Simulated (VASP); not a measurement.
# Tl3Cu (Pm-3m) in VASP: a series of runs

The runs below take Tl3Cu through single point, with PBEsol.

Program: VASP 6.6.1. These are calculated values, not measurements. Logs are shortened: lines on timing, memory, paths and dates and some standing lists are left out, and cuts for length are marked.

## (1) The cell of the first run

Symmetry: Pm-3m, No. 221, cubic system. The conventional cell has a = 4.717 Å, b = 4.717 Å, c = 4.717 Å, α = 90.00°, β = 90.00°, γ = 90.00°. Tl (site symmetry 4/mmm) has 8 Tl at 3.34 Å and 4 Cu at 3.34 Å within 4.4 Å. Cu (site symmetry m-3m) has 12 Tl at 3.34 Å within 4.4 Å.

## (2) Single point, PBEsol

The input, INCAR:

```
SYSTEM = Tl3Cu
PREC = Accurate ; ENCUT = 520
EDIFF = 1E-6 ; ISMEAR = 0
SIGMA = 0.1 ; LREAL = .False.
LASPH = .True. ; NELM = 60
ALGO = Normal ; ISIF = 2
LWAVE = .False. ; LCHARG = .False.
GGA = PS ; NBANDS = 33
```

The input, KPOINTS:

```
Automatic mesh
0
Gamma
  2 2 2
  0 0 0
```

The input, POSCAR:

```
Tl3Cu
1.0
    4.7170000000      0.0000000000      0.0000000000
    0.0000000000      4.7170000000      0.0000000000
    0.0000000000      0.0000000000      4.7170000000
Tl Cu
3 1
Direct
    0.0000000000      0.5000000000      0.5000000000
    0.5000000000      0.0000000000      0.5000000000
    0.5000000000      0.5000000000      0.0000000000
    0.0000000000      0.0000000000      0.0000000000
```

Potentials or basis: VASP PAW PBE potentials, release 64 (Tl_d, Cu).

Launch:

```bash
$ cat potpaw_PBE.64/Tl_d/POTCAR potpaw_PBE.64/Cu/POTCAR > POTCAR
$ mpirun -np 1 vasp_std > vasp.out
```

OUTCAR:

```text
SYSTEM = Tl3Cu
   PREC = Accurate
   ENCUT = 520
   EDIFF = 1E-6
   ISMEAR = 0
   LREAL = .False.
   LASPH = .True.
   NELM = 60
   ISIF = 2
   GGA = PS

 ion  position               nearest neighbor table
   1  0.000  0.500  0.500-   2 3.34   3 3.34   4 3.34   3 3.34   4 3.34   2 3.34   4 3.34   4 3.34
                             2 3.34   3 3.34   3 3.34   2 3.34
   2  0.500  0.000  0.500-   1 3.34   3 3.34   4 3.34   3 3.34   4 3.34   1 3.34   3 3.34   3 3.34
                             1 3.34   4 3.34   4 3.34   1 3.34
   3  0.500  0.500  0.000-   1 3.34   2 3.34   4 3.34   1 3.34   2 3.34   2 3.34   4 3.34   2 3.34
                             1 3.34   4 3.34   1 3.34   4 3.34
   4  0.000  0.000  0.000-   1 3.34   2 3.34   3 3.34   1 3.34   2 3.34   1 3.34   3 3.34   1 3.34
                             2 3.34   3 3.34   2 3.34   3 3.34

  LATTYP: Found a simple cubic cell.
 ALAT       =     4.7170000000

  Lattice vectors:

 A1 = (   4.7170000000,   0.0000000000,   0.0000000000)
 A2 = (   0.0000000000,   4.7170000000,   0.0000000000)
 A3 = (   0.0000000000,   0.0000000000,   4.7170000000)

Analysis of symmetry for initial positions (statically):
=====================================================================
 Subroutine PRICEL returns:
 Original cell was already a primitive cell.

 Routine SETGRP: Setting up the symmetry group for a
 simple cubic supercell.

 Subroutine GETGRP returns: Found 48 space group operations
 (whereof 48 operations were pure point group operations)
 out of a pool of 48 trial point group operations.

The static configuration has the point symmetry O_h .

Analysis of symmetry for dynamics (positions and initial velocities):
=====================================================================
 Subroutine PRICEL returns:
 Original cell was already a primitive cell.

 Routine SETGRP: Setting up the symmetry group for a
 simple cubic supercell.

 Subroutine GETGRP returns: Found 48 space group operations
 (whereof 48 operations were pure point group operations)
 out of a pool of 48 trial point group operations.

The dynamic configuration has the point symmetry O_h .

 Subroutine INISYM returns: Found 48 space group operations
 (whereof 48 operations are pure point group operations),
 and found     1 'primitive' translations

----------------------------------------------------------------------------------------

                                     Primitive cell

  volume of cell :     104.9537

  direct lattice vectors                    reciprocal lattice vectors
     4.717000000  0.000000000  0.000000000     0.211999152  0.000000000  0.000000000
     0.000000000  4.717000000  0.000000000     0.000000000  0.211999152  0.000000000
     0.000000000  0.000000000  4.717000000     0.000000000  0.000000000  0.211999152

  length of vectors
     4.717000000  4.717000000  4.717000000     0.211999152  0.211999152  0.211999152

  position of ions in fractional coordinates (direct lattice)
     0.000000000  0.500000000  0.500000000
     0.500000000  0.000000000  0.500000000
     0.500000000  0.500000000  0.000000000
     0.000000000  0.000000000  0.000000000

  ion indices of the primitive-cell ions
   primitive index   ion index
                 1           1
                 2           2
                 3           3
                 4           4

----------------------------------------------------------------------------------------

 KPOINTS: Automatic mesh

Automatic generation of k-mesh.
 Grid dimensions read from file:
 generate k-points for:    2    2    2

 Generating k-lattice:

  Cartesian coordinates                     Fractional coordinates (reciprocal lattice)
     0.105999576  0.000000000  0.000000000     0.500000000  0.000000000  0.000000000
     0.000000000  0.105999576  0.000000000     0.000000000  0.500000000  0.000000000
     0.000000000  0.000000000  0.105999576     0.000000000  0.000000000  0.500000000

  Length of vectors
     0.105999576  0.105999576  0.105999576

  Shift w.r.t. Gamma in fractional coordinates (k-lattice)
     0.000000000  0.000000000  0.000000000

 Subroutine IBZKPT returns following result:
 ===========================================

 Found      4 irreducible k-points:

 Following reciprocal coordinates:
            Coordinates               Weight
  0.000000  0.000000  0.000000      1.000000
  0.500000  0.000000  0.000000      3.000000
  0.500000  0.500000  0.000000      3.000000
  0.500000  0.500000  0.500000      1.000000
   k-points           NKPTS =      4   k-points in BZ     NKDIM =      4   number of bands    NBANDS=     33
   number of dos      NEDOS =    301   number of ions     NIONS =      4
   total plane-waves  NPLWV =  46656
   dimension x,y,z NGX =    36 NGY =   36 NGZ =   36
   dimension x,y,z NGXF=    72 NGYF=   72 NGZF=   72
   ions per type =               3   1
   NGX,Y,Z   is equivalent  to a cutoff of  12.69, 12.69, 12.69 a.u.
   NGXF,Y,Z  is equivalent  to a cutoff of  25.38, 25.38, 25.38 a.u.
 SYSTEM =  Tl3Cu
   PREC   = accura    normal or accurate (medium, high low for compatibility)
   ISTART =      0    job   : 0-new  1-cont  2-samecut
   ICHARG =      2    charge: 1-file 2-atom 10-const
   ISPIN  =      1    spin polarized calculation?
   LNONCOLLINEAR =      F non collinear calculations
   LSORBIT =      F    spin-orbit coupling
   LASPH  =      T    aspherical Exc in radial PAW
   ENCUT  =  520.0 eV  38.22 Ry    6.18 a.u.   8.77  8.77  8.77*2*pi/ulx,y,z
   NELM   =     60;   NELMIN=  2; NELMDL= -5     # of ELM steps
   EDIFF  = 0.1E-05   stopping-criterion for ELM
   LREAL  =      F    real-space projection
   EDIFFG = 0.1E-04   stopping-criterion for IOM
   NSW    =      0    number of steps for IOM
   IBRION =     -1    ionic relax: 0-MD 1-quasi-New 2-CG
   NFREE  =      0    steps in history (QN), initial steepest desc. (CG)
   ISIF   =      2    stress and relaxation
   ISYM   =      2    0-nonsym 1-usesym 2-fastsym
   POTIM  = 0.5000    time-step for ionic-motion
   TEBEG  =    0.0;   TEEND  =   0.0 temperature during run
   PSTRESS=    0.0 pullay stress
   NELECT =      50.0000    total number of electrons
   NUPDOWN=      -1.0000    fix difference up-down
   EMIN   =  10.00;   EMAX   =-10.00  energy-range for DOS
   EFERMI =   0.00;   METHOD = LEGACY
   ISMEAR =     0;   SIGMA  =   0.10  broadening in eV -4-tet -1-fermi 0-gaus
   EFERMI_NEDOS =   21; number of points for ismear=-14 and -15
   IALGO  =     38    algorithm
   IMIX   =      4    mixing-type and parameters
     AMIX     =   0.40;   BMIX     =  1.00
     AMIX_MAG =   1.60;   BMIX_MAG =  1.00
  volume/ion in A,a.u.               =      26.24       177.07
  Fermi-wavevector in a.u.,A,eV,Ry     =   1.278593  2.416190 22.242802  1.634800
  Thomas-Fermi vector in A             =   2.411127
   LORBIT       =      0    0 simple, 1 ext, 2 COOP (PROOUT), +10 PAW based schemes
   GGA     = PS    functional components
   LHFCALC =     F    Hartree Fock is set to
   AEXX    =    0.0000 exact exchange contribution
   IVDW    =     0    specifies the selected vdW correction
   LEPSILON=     F    determine dielectric tensor
   LRPA    =     F    only Hartree local field effects (RPA)
 non-spin polarized calculation
 Gauss-broadening in eV      SIGMA  =   0.10
  energy-cutoff  :      520.00
  volume of cell :      104.95
 maximum number of plane-waves:      2872
 NGX is ok and might be reduce to    36
   NGX = 17   NGY = 17   NGZ = 17

 number of electron      50.0000017 magnetization

 Free energy of the ion-electron system (eV)
  ---------------------------------------------------
  ext. energy  EPLUGINS =         0.00000000
  ---------------------------------------------------
  free energy    TOTEN  =       -10.56613508 eV

  energy without entropy =      -10.52414546  energy(sigma->0) =      -10.54514027

 E-fermi :   6.4808     XC(G=0): -10.3372

 val. band max:        5.7821846799   @ k =   0.5000   0.0000   0.0000
 cond. band min:       6.5191755363   @ k =   0.5000   0.0000   0.0000
 fundamental gap:      0.7369908564
 Fermi energy:         6.4808093395

 k-point     1 :       0.0000    0.0000    0.0000
  band No.  band energies     occupation
      1      -6.2426      2.00000
      2      -6.1443      2.00000
      3      -6.1443      2.00000
      4      -6.1443      2.00000
      5      -5.8443      2.00000
      6      -5.8443      2.00000
      7      -5.4988      2.00000
      8      -5.4988      2.00000
      9      -5.4988      2.00000
     10      -5.4184      2.00000
     11      -5.4184      2.00000
     12      -5.1841      2.00000
     13      -5.1491      2.00000
     14      -5.1491      2.00000
     15      -5.1491      2.00000
     16      -3.9237      2.00000
     17       2.2707      2.00000
     18       2.2707      2.00000
     19       3.9992      2.00000
     20       3.9992      2.00000
     21       3.9992      2.00000
     22       4.2749      2.00000
     23       4.2749      2.00000
     24       4.4336      2.00000
     25       4.4336      2.00000
     26       4.4336      2.00000
     27       6.5313      0.47549
     28      10.5996      0.00000
     29      10.5996      0.00000
     30      10.5996      0.00000
     31      11.1521      0.00000
     32      11.1521      0.00000
     33      11.1521      0.00000

 k-point     2 :       0.5000    0.0000    0.0000
  band No.  band energies     occupation
      1      -6.1014      2.00000
      2      -5.9749      2.00000
      3      -5.7909      2.00000
      4      -5.7546      2.00000
      5      -5.7546      2.00000
      6      -5.6769      2.00000
      7      -5.6769      2.00000
      8      -5.6488      2.00000
      9      -5.6097      2.00000
     10      -5.5443      2.00000
     11      -5.4721      2.00000
     12      -5.4721      2.00000
     13      -5.4276      2.00000
     14      -5.3664      2.00000
     15      -5.1490      2.00000
     16      -2.5247      2.00000
     17      -1.5281      2.00000
     18       2.6948      2.00000
     19       3.7461      2.00000
     20       3.7461      2.00000
     21       3.8038      2.00000
     22       3.9943      2.00000
     23       4.0052      2.00000
     24       5.7822      2.00000
     25       6.5192      0.58742
     26       6.5192      0.58742
     27       7.4232      0.00000
     28       7.4232      0.00000
     29       8.6474      0.00000
     30       8.6481      0.00000
     31      12.6971      0.00000
     32      12.7388      0.00000
     33      12.7403      0.00000

 k-point     3 :       0.5000    0.5000    0.0000
  band No.  band energies     occupation
      1      -5.9259      2.00000
      2      -5.9259      2.00000
      3      -5.8396      2.00000
      4      -5.7064      2.00000
      5      -5.6924      2.00000
      6      -5.6716      2.00000
      7      -5.6716      2.00000
      8      -5.6001      2.00000
      9      -5.6001      2.00000
     10      -5.5879      2.00000
     11      -5.5377      2.00000
     12      -5.4982      2.00000
     13      -5.4274      2.00000
     14      -5.4274      2.00000
     15      -5.3973      2.00000
     16      -1.0207      2.00000
     17      -0.4433      2.00000
     18      -0.4433      2.00000
     19       2.2896      2.00000
     20       3.8392      2.00000
     21       3.8392      2.00000
     22       4.0125      2.00000
     23       4.1002      2.00000
     24       4.1361      2.00000
     25       7.0502      0.00000
     26       8.1319      0.00000
     27       8.1319      0.00000
     28       8.4687      0.00000
     29       8.8807      0.00000
     30       8.8807      0.00000
     31       9.4413      0.00000
     32      10.4545      0.00000
     33      14.5242      0.00000

 k-point     4 :       0.5000    0.5000    0.5000
  band No.  band energies     occupation
      1      -6.0479      2.00000
      2      -6.0479      2.00000
      3      -6.0479      2.00000
      4      -5.9054      2.00000
      5      -5.8220      2.00000
      6      -5.8220      2.00000
      7      -5.8220      2.00000
      8      -5.5306      2.00000
      9      -5.5306      2.00000
     10      -5.5306      2.00000
     11      -5.4060      2.00000
     12      -5.4060      2.00000
     13      -5.1985      2.00000
     14      -5.1985      2.00000
     15      -5.1985      2.00000
     16       0.3860      2.00000
     17       0.3860      2.00000
     18       0.3860      2.00000
     19       2.4570      2.00000
     20       3.5832      2.00000
     21       3.5832      2.00000
     22       3.5832      2.00000
     23       4.0419      2.00000
     24       4.0419      2.00000
     25       4.2019      2.00000
     26       4.2019      2.00000
     27       4.2019      2.00000
     28       5.3071      2.00000
     29      14.6160      0.00000
     30      14.6160      0.00000
     31      15.3318      0.00000
     32      15.3318      0.00000
     33      15.3318      0.00000

------------------------ aborting loop because EDIFF is reached ----------------------------------------

  FORCE on cell =-STRESS in cart. coord.  units (eV):
  Direction    XX          YY          ZZ          XY          YZ          ZX
  --------------------------------------------------------------------------------------
  -------------------------------------------------------------------------------------
  Total       -0.8090795     -0.8090795     -0.8090795      0.0000000      0.0000000     -0.0000000
  in kB      -12.3510580    -12.3510580    -12.3510580      0.0000000      0.0000000     -0.0000000
  external PRESSURE =     -12.3510580 kB  Pullay stress =       0.0000000 kB

 VOLUME and BASIS-vectors are now :
 -----------------------------------------------------------------------------
  energy-cutoff  :      520.00
  volume of cell :      104.95
      direct lattice vectors                 reciprocal lattice vectors
     4.717000000  0.000000000  0.000000000     0.211999152  0.000000000  0.000000000
     0.000000000  4.717000000  0.000000000     0.000000000  0.211999152  0.000000000
     0.000000000  0.000000000  4.717000000     0.000000000  0.000000000  0.211999152

 POSITION                                       TOTAL-FORCE (eV/Angst)
 -----------------------------------------------------------------------------------
      0.00000      2.35850      2.35850         0.000000      0.000000      0.000000
      2.35850      0.00000      2.35850         0.000000      0.000000      0.000000
      2.35850      2.35850      0.00000         0.000000      0.000000      0.000000
      0.00000      0.00000      0.00000         0.000000      0.000000      0.000000
 -----------------------------------------------------------------------------------
    total drift:                                0.000000      0.000000      0.000000

  FREE ENERGIE OF THE ION-ELECTRON SYSTEM (eV)
  ---------------------------------------------------
  free  energy   TOTEN  =       -10.5661350828 eV

  energy  without entropy=      -10.5241454635  energy(sigma->0) =      -10.54514027
```

Wall time 9.4 s (1 thread of Intel Xeon 6975P-C (Granite Rapids), shared host); peak memory 0.2 GiB.

What came out:

| Item | Value |
| --- | --- |
| Free energy | -10.5661 eV |
| Pressure | -1.2 GPa |
| Band gap on the k mesh | zero (bands 25 and 26 overlap by 2.85 eV) |

Caveat: the k points lie up to 0.67 Å⁻¹ apart, too coarse for converged energies and pressures of a metal; the PAW data sets were made with another functional, which shifts forces and pressure a little; spin-orbit coupling is left out, which moves the levels of the heavy elements.

(Continued in part 2 of 2.)
